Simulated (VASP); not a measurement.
Write the native input for VASP 6.6.1 that does the following.

- Task: single point
- Functional: PBE
- Potentials or basis: VASP PAW PBE potentials, release 64 (Mo_sv, Se)
- Cutoff: 520 eV
- k mesh: 14 × 14 × 14
- Occupations: gaussian, width 0.1 eV
- Spin: collinear spin
- Starting moments: [3.5, 0.0] μB
- Dipole correction: no
- Further INCAR settings: ALGO = Normal; EDIFF = 1e-06; NBANDS = 21

The structure of MoSe lies in POSCAR:

```
MoSe
1.0
    0.0000000000      2.5386151041      2.5386151041
    2.5386151041      0.0000000000      2.5386151041
    2.5386151041      2.5386151041      0.0000000000
Mo Se
1 1
Direct
    0.0000000000      0.0000000000      0.0000000000
    0.5000000000      0.5000000000      0.5000000000
```

These files were run (other wordings do the same):

INCAR

```
PREC     = Accurate       # precision mode
ENCUT    = 520            # plane-wave cutoff, eV
EDIFF    = 1E-6           # SCF threshold, eV
ISMEAR   = 0              # smearing method
SIGMA    = 0.1            # smearing width, eV
LREAL    = F              # projectors in reciprocal space
LASPH    = T              # aspherical terms in the spheres
NELM     = 150            # most SCF steps
ALGO     = Normal         # electronic algorithm
ISIF     = 2              # what is computed and relaxed
LWAVE    = F              # write WAVECAR
LCHARG   = F              # write CHGCAR
ISPIN    = 2              # spin polarisation
MAGMOM   = 3.5 0          # initial moments
LORBIT   = 11             # projections on sites
LMAXMIX  = 4              # l up to which the mixer works
GGA      = PE             # functional
NBANDS   = 21             # bands
```

KPOINTS

```
regular mesh
0
Gamma
  14 14 14
```

Potentials or basis: VASP PAW PBE potentials, release 64 (Mo_sv, Se).

Launch:

```sh
$ cat potpaw_PBE.64/Mo_sv/POTCAR potpaw_PBE.64/Se/POTCAR > POTCAR
$ mpirun -np 1 vasp_std > vasp.out
```

Results of the run:

The pressure is 14.5 GPa, the band gap on the k mesh is zero (filled and empty bands overlap) and the net moment is 0.00 μB per cell. The valence electrons inside the program's atomic spheres are Mo 12.52; Se 4.02.

Caveat: the cell stands under pressure.

Wall time 95 s on 1 thread of Intel(R) Xeon(R) 6975P-C (Granite Rapids), with other jobs on the host, peak memory 0.24 GiB.
